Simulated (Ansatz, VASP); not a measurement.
**SiBN in VASP and in Ansatz**

```
Si B N
1.0
     2.68010    0.00000    0.00000
     0.00000    2.68010    0.00000
     0.00000    0.00000    5.12017
Si B N
1 1 1
Direct
  0.50000 0.50000 0.14724
  0.50000 0.50000 0.67038
  0.00000 0.00000 0.91616
```

Alike in both runs: task relaxation of cell and atoms; functional PBE; k mesh 6 × 6 × 4; occupations gaussian, width 0.1 eV; no spin polarisation.

```csv
,VASP,Ansatz
version,VASP 6.6.1,Ansatz 0.2.0
potentials or method,"VASP PAW PBE potentials, release 64 (Si, B, N), cutoff 600 eV","scalar-relativistic, plane waves, PAW"
valence electrons in the cell,12,12
```

VASP gave:

| Item | Value |
| --- | --- |
| gap on the k mesh at the Fermi level, each at its own relaxed structure (eV) | none |
| relaxed volume (Å³/atom) | 9.81 |
| relaxed length of the cell vector where the two differ most in proportion (Å) | 4.137 |

**Question.** Which values does Ansatz return?

**Answer.** gap on the k mesh at the Fermi level, each at its own relaxed structure (eV): none; relaxed volume (Å³/atom): 9.84; relaxed length of the cell vector where the two differ most in proportion (Å): 4.141.

A gap of «none» marks a metal or a gap that the smearing closes.

The k mesh is coarse, so the values compare programs but aren't converged. Noted on VASP's run: the volume moved by over 15 % at a fixed basis, so the end points are rough.
